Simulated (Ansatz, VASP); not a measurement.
## MoH3 in VASP and in Ansatz

```xyz
4
Lattice="1.3298 -2.3020 0.0000 1.3298 2.3020 0.0000 0.0000 0.0000 4.8948" Properties=species:S:1:pos:R:3 pbc="T T T"
H     0.0000    0.0000    3.0467
H     0.0000    0.0000    1.8481
H     1.3298    0.0000    2.4474
Mo    0.0000    0.0000    0.0000
```

Alike in both runs: functional PBE; k mesh 5 × 5 × 3; occupations gaussian, width 0.15 eV; no spin polarisation.

Ansatz relaxed the structure, and its values are those at the end. VASP's run is a single point on that final structure, the one shown.

```csv
,VASP,Ansatz
version,VASP 6.6.1,Ansatz 0.2.0
potentials or method,"VASP PAW PBE potentials, release 64 (H, Mo_sv), cutoff 500 eV","scalar-relativistic, plane waves, PAW"
valence electrons in the cell,17,17
```

|  | VASP | Ansatz | Ansatz less VASP |
| --- | --- | --- | --- |
| gap on the k mesh at the Fermi level (eV) | none | none | - |
| pressure (GPa) | -0.1 | 0.0 | +0.05 |
| rms of the force components (eV/Å) | 0.006 | 0.004 | -0.0027 |

A gap of «none» marks a metal or a gap that the smearing closes.

The k mesh is coarse, so the values compare programs but aren't converged.
